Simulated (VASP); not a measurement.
# W (Im-3m) in VASP: notebook, part 2 of 2

VASP 6.6.1. Earlier steps stand in the parts before.

### 3 Elastic constants, PBEsol

Input file INCAR:

```
SYSTEM = W
PREC     = Accurate       ! precision mode
ENCUT    = 600            ! plane-wave cutoff, eV
EDIFF    = 1E-8           ! SCF threshold, eV
ISMEAR   = -1             ! smearing method
SIGMA    = 0.05           ! smearing width, eV
LREAL    = .False.        ! projectors in reciprocal space
LASPH    = .True.         ! aspherical terms in the spheres
NELM     = 60             ! most SCF steps
ALGO     = Normal         ! electronic algorithm
ISIF     = 3              ! what is computed and relaxed
LWAVE    = .False.        ! write WAVECAR
LCHARG   = .False.        ! write CHGCAR
GGA      = PS             ! functional
IBRION   = 6              ! ionic algorithm
NFREE    = 2            
POTIM    = 0.015          ! step
NSW      = 1              ! ionic steps
```

Input file KPOINTS:

```
regular mesh
0
Gamma
  9 9 9
  0 0 0
```

Input file POSCAR:

```
W
1.0
   -1.5823450000      1.5823450000      1.5823450000
    1.5823450000     -1.5823450000      1.5823450000
    1.5823450000      1.5823450000     -1.5823450000
W
1
Direct
    0.0000000000      0.0000000000      0.0000000000
```

Potentials or basis: VASP PAW PBE potentials, release 64 (W_sv).

The run is started by

```
$ cat potpaw_PBE.64/W_sv/POTCAR > POTCAR
$ mpirun -np 1 vasp_std > vasp.out
```

OUTCAR:

```text
SYSTEM = W
   PREC = Accurate
   ENCUT = 600
   EDIFF = 1E-8
   ISMEAR = -1
   LREAL = .False.
   LASPH = .True.
   NELM = 60
   ISIF = 3
   GGA = PS
   IBRION = 6
   NFREE = 2
   POTIM = 0.015
   NSW = 1

 ion  position               nearest neighbor table
   1  0.000  0.000  0.000-

  LATTYP: Found a body centered cubic cell.
 ALAT       =     3.1646900000

  Lattice vectors:

[... 765 lines left out ...]
      0.000000  0.000000  0.000000    -0.093708    0.995600    0.000000

   2 f/i=    0.000000 THz     0.000000 2PiTHz    0.000000 cm-1     0.000000 meV
             X         Y         Z           dx          dy          dz
      0.000000  0.000000  0.000000    -0.995600   -0.093708    0.000000

   3 f/i=    0.000000 THz     0.000000 2PiTHz    0.000000 cm-1     0.000000 meV
             X         Y         Z           dx          dy          dz
      0.000000  0.000000  0.000000     0.000000    0.000000    1.000000

--------------------------------------------------------------------------------------------------------

 ELASTIC MODULI CONTR FROM IONIC RELAXATION (kBar)
 Direction    XX          YY          ZZ          XY          YZ          ZX
 --------------------------------------------------------------------------------
 XX           0.0000      0.0000      0.0000      0.0000      0.0000      0.0000
 YY           0.0000      0.0000      0.0000      0.0000      0.0000      0.0000
 ZZ           0.0000      0.0000      0.0000      0.0000      0.0000      0.0000
 XY           0.0000      0.0000      0.0000      0.0000      0.0000      0.0000
 YZ           0.0000      0.0000      0.0000      0.0000      0.0000      0.0000
 ZX           0.0000      0.0000      0.0000      0.0000      0.0000      0.0000
 --------------------------------------------------------------------------------

 TOTAL ELASTIC MODULI (kBar)
 Direction    XX          YY          ZZ          XY          YZ          ZX
 --------------------------------------------------------------------------------
 XX        4967.2191   2290.7809   2290.7809     -0.0000     -0.0000      0.0000
 YY        2290.7809   4967.2191   2290.7809     -0.0000     -0.0000      0.0000
 ZZ        2290.7809   2290.7809   4967.2191     -0.0000     -0.0000      0.0000
 XY          -0.0000     -0.0000     -0.0000   1118.8757      0.0000      0.0000
 YZ          -0.0000     -0.0000     -0.0000      0.0000   1118.8757      0.0000
 ZX           0.0000      0.0000      0.0000      0.0000      0.0000   1118.8757
 --------------------------------------------------------------------------------
```

OSZICAR:

```text
N       E                     dE             d eps       ncg     rms          rms(c)
DAV:   1     0.817942212155E+02    0.81794E+02   -0.84692E+03   770   0.158E+03
DAV:   2    -0.128593260609E+02   -0.94654E+02   -0.91569E+02   842   0.354E+02
DAV:   3    -0.145108796850E+02   -0.16516E+01   -0.16406E+01   874   0.455E+01
[... 165 lines left out ...]
DAV:   3    -0.138196475938E+02    0.60328E-03   -0.17864E-03   874   0.724E-01    0.833E-03
DAV:   4    -0.138196578743E+02   -0.10280E-04   -0.14271E-04   788   0.147E-01    0.418E-03
DAV:   5    -0.138196599680E+02   -0.20937E-05   -0.25141E-06   833   0.241E-02    0.115E-03
DAV:   6    -0.138196600757E+02   -0.10771E-06   -0.11864E-07   806   0.454E-03    0.141E-04
DAV:   7    -0.138196600855E+02   -0.98057E-08   -0.91756E-10   478   0.432E-04
  15 F= -.13819660E+02 E0= -.13815441E+02  d E =-.843850E-02
```

Run time: 3.5 min. Hardware: 1 thread of Intel Xeon Platinum 8259CL at 2.50GHz (Skylake/Cascade Lake), shared host; peak memory 0.21 GiB.

Results:

| Quantity | Value |
| --- | --- |
| Elastic constants C11, C12, C44 | 497, 229, 112 GPa |
| Voigt bulk modulus | 318 GPa |

Elastic tensor in Voigt notation (GPa, in the Cartesian axes of the cell as first typed):
```
497 229 229   0   0   0
229 497 229   0   0   0
229 229 497   0   0   0
  0   0   0 112   0   0
  0   0   0   0 112   0
  0   0   0   0   0 112
```

Clamped-ion elastic tensor (GPa):
```
497 229 229   0   0   0
229 497 229   0   0   0
229 229 497   0   0   0
  0   0   0 112   0   0
  0   0   0   0 112   0
  0   0   0   0   0 112
```

Caveat: the cell is under stress, which shifts elastic constants; the PAW data sets were made with another functional, which shifts forces and pressure a little; spin-orbit coupling is left out, which moves the levels of the heavy elements.

### 4 Elastic constants, revPBE+U

Input file INCAR:

```
SYSTEM = W
ALGO = Normal
EDIFF = 1E-8
ENCUT = 600
GGA = RE
IBRION = 6
ISIF = 3
ISMEAR = 0
LASPH = .True.
LCHARG = .False.
LDAU = .True.
LDAUJ = 0
LDAUL = 2
LDAUPRINT = 1
LDAUTYPE = 2
LDAUU = 3.5
LMAXMIX = 4
LREAL = .False.
LWAVE = .False.
NBANDS = 13
NELM = 150
NFREE = 2
NSW = 1
POTIM = 0.015
PREC = Accurate
SIGMA = 0.01
```

Input file KPOINTS:

```
k-points
0
Gamma
  8 8 8
  0 0 0
```

POSCAR is that of step 3.

The run is started by

```
$ cat potpaw_PBE.64/W_sv/POTCAR > POTCAR
$ mpirun -np 1 vasp_std > vasp.out
```

Wall time 4.7 min (1 thread of AMD EPYC 7R43 (Zen 3), shared host); peak memory 0.16 GiB.

The run converged. Its results:

| Item | Value |
| --- | --- |
| Elastic constants C11, C12, C44 | 635, 198, 206 GPa |
| Voigt bulk modulus | 344 GPa |

Elastic tensor in Voigt notation (GPa, in the Cartesian axes of the cell as first typed):
```
635 198 198   0   0   0
198 635 198   0   0   0
198 198 635   0   0   0
  0   0   0 206   0   0
  0   0   0   0 206   0
  0   0   0   0   0 206
```

Eigenvalues of the final occupation matrices:
```
    site  spin  trace               eigenvalues
site 1 d     1   1.66  0.22 0.22 0.40 0.40 0.40
site 1 d     2   1.66  0.22 0.22 0.40 0.40 0.40
```

Clamped-ion elastic tensor (GPa):
```
635 198 198   0   0   0
198 635 198   0   0   0
198 198 635   0   0   0
  0   0   0 206   0   0
  0   0   0   0 206   0
  0   0   0   0   0 206
```

Caveat: the cell is under stress, which shifts elastic constants; the PAW data sets were made with another functional, which shifts forces and pressure a little; spin-orbit coupling is left out, which moves the levels of the heavy elements; the U is typed as a test and isn't derived for this compound.

### 5 Vibrations by perturbation theory, PBEsol

Input file INCAR:

```
SYSTEM = W
PREC = Accurate ; ENCUT = 500
EDIFF = 1E-8 ; ISMEAR = -1
SIGMA = 0.05 ; LREAL = .False.
LASPH = .True. ; NELM = 120
ALGO = Normal ; ISIF = 2
LWAVE = .False. ; LCHARG = .False.
GGA = PS ; NBANDS = 13
IBRION = 8 ; NSW = 1
GGA_COMPAT = .False.
```

Input file KPOINTS:

```
Automatic mesh
0
Gamma
  9 9 9
  0 0 0
```

POSCAR is that of step 4.

Potentials or basis: VASP PAW PBE potentials, release 64 (W_sv).

The run is started by

```
$ cat potpaw_PBE.64/W_sv/POTCAR > POTCAR
$ mpirun -np 1 vasp_std > vasp.out
```

OUTCAR:

```text
SYSTEM = W
   PREC = Accurate
   ENCUT = 500
   EDIFF = 1E-8
   ISMEAR = -1
   LREAL = .False.
   LASPH = .True.
   NELM = 120
   ISIF = 2
   GGA = PS
   IBRION = 8
   NSW = 1

 ion  position               nearest neighbor table
   1  0.000  0.000  0.000-

  LATTYP: Found a body centered cubic cell.
 ALAT       =     3.1646900000

  Lattice vectors:

 A1 = (  -1.5823450000,   1.5823450000,   1.5823450000)
 A2 = (   1.5823450000,  -1.5823450000,   1.5823450000)
 A3 = (   1.5823450000,   1.5823450000,  -1.5823450000)

Analysis of symmetry for initial positions (statically):
=====================================================================
 Subroutine PRICEL returns:
 Original cell was already a primitive cell.

 Routine SETGRP: Setting up the symmetry group for a
 body centered cubic supercell.

 Subroutine GETGRP returns: Found 48 space group operations
[... 594 lines left out ...]
  ---------------------------------------------------
  free energy    TOTEN  =        -0.27516756 eV

  energy without entropy =       -0.27516756

------------------------ aborting loop because EDIFF is reached ----------------------------------------

 INTERNAL STRAIN TENSOR  FOR ION    1  DIRECTION 1   (eV/Angst):
 -----------------------------------------------------------------------------
     0.02893 -0.00000  0.00000
    -0.00000  0.00712 -0.00000
    -0.00000 -0.00000  0.00712

 INTERNAL STRAIN TENSOR FOR ION    1 for displacements in x,y,z  (eV/Angst):
          X           Y           Z          XY          YZ          ZX
  --------------------------------------------------------------------------------
  x     0.00000     0.00000     0.00000     0.00000     0.00000     0.00000
  y     0.00000     0.00000     0.00000     0.00000     0.00000     0.00000
  z     0.00000     0.00000     0.00000     0.00000     0.00000     0.00000

 SECOND DERIVATIVES (NOT SYMMETRIZED)
 ------------------------------------
               1X          1Y          1Z
  1X    -0.001338    0.000000    0.000000
  1Y     0.000000   -0.001338    0.000000
  1Z     0.000000    0.000000   -0.001338

 Eigenvectors and eigenvalues of the dynamical matrix
 ----------------------------------------------------

   1 f  =    0.042178 THz     0.265011 2PiTHz    1.406902 cm-1     0.174433 meV
             X         Y         Z           dx          dy          dz
      0.000000  0.000000  0.000000     1.000000    0.000000    0.000000

   2 f  =    0.042178 THz     0.265011 2PiTHz    1.406902 cm-1     0.174433 meV
             X         Y         Z           dx          dy          dz
      0.000000  0.000000  0.000000     0.000000    1.000000    0.000000

   3 f  =    0.042178 THz     0.265011 2PiTHz    1.406902 cm-1     0.174433 meV
             X         Y         Z           dx          dy          dz
      0.000000  0.000000  0.000000     0.000000    0.000000    1.000000

--------------------------------------------------------------------------------------------------------

 ELASTIC MODULI CONTR FROM IONIC RELAXATION (kBar)
 Direction    XX          YY          ZZ          XY          YZ          ZX
 --------------------------------------------------------------------------------
 XX           0.0000      0.0000      0.0000      0.0000      0.0000      0.0000
 YY           0.0000      0.0000      0.0000      0.0000      0.0000      0.0000
 ZZ           0.0000      0.0000      0.0000      0.0000      0.0000      0.0000
 XY           0.0000      0.0000      0.0000      0.0000      0.0000      0.0000
 YZ           0.0000      0.0000      0.0000      0.0000      0.0000      0.0000
 ZX           0.0000      0.0000      0.0000      0.0000      0.0000      0.0000
 --------------------------------------------------------------------------------
```

stdout:

```text
POSCAR found type information on POSCAR W
 POSCAR found :  1 types and       1 ions
 scaLAPACK will be used
 -----------------------------------------------------------------------------
|                                                                             |
|                                                                             |
|     You enforced a specific xc type in the INCAR file but a different       |
|     I HOPE YOU KNOW WHAT YOU ARE DOING!                                     |
|                                                                             |
 -----------------------------------------------------------------------------

 LDA part: xc-table for (Slater+PW92), standard interpolation
 POSCAR, INCAR and KPOINTS ok, starting setup
 FFT: planning ... GRIDC
 FFT: planning ... GRID_SOFT
 FFT: planning ... GRID
 WAVECAR not read
 entering main loop
 Linear response reoptimize wavefunctions to high precision
 Linear response DOF=           1
 Linear response progress:
 first order change of Fermi-energy   0.29861E-03
 force on displaced ion       1 direction 1 :  -0.001   0.000   0.000
 Linear response finished
```

Run time: 30 s. Hardware: 1 thread of Intel Xeon 8259CL, shared host; peak memory 0.15 GiB.

Caveat: the PAW data sets were made with another functional, which shifts forces and pressure a little; spin-orbit coupling is left out, which moves the levels of the heavy elements.
